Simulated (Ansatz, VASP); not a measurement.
One calculation of HgSe, two programs

```
Hg Se
1.0
     0.00000    3.06660    3.06660
     3.06660    0.00000    3.06660
     3.06660    3.06660    0.00000
Hg Se
1 1
Direct
  0.00000 0.00000 0.00000
  0.25000 0.25000 0.25000
```

Alike in both runs: functional PBEsol; k mesh 12 × 12 × 12; occupations gaussian, width 0.1 eV; no spin polarisation.

Ansatz relaxed the structure, and its values are those at the end. VASP's run is a single point on that final structure, the one shown.

|  | VASP | Ansatz |
| --- | --- | --- |
| version | VASP 6.6.1 | Ansatz 0.2.0 |
| potentials or method | VASP PAW PBE potentials, release 64 (Hg, Se), cutoff 500 eV | scalar-relativistic, plane waves, PAW |
| valence electrons in the cell | 18 | 36 |

VASP gave:

- gap on the k mesh at the Fermi level (eV): none
- pressure (GPa): 0.3

Problem. Estimate Ansatz's values.

Solution. gap on the k mesh at the Fermi level (eV): none; pressure (GPa): 0.0.

VASP's potentials were made for PBE, not for PBEsol. A gap of «none» marks a metal or a gap that the smearing closes. VASP's potentials hold 18 valence electrons a cell and Ansatz's 36, so a difference there can come from the potentials and not from the codes.

Neither program's run includes spin-orbit coupling.
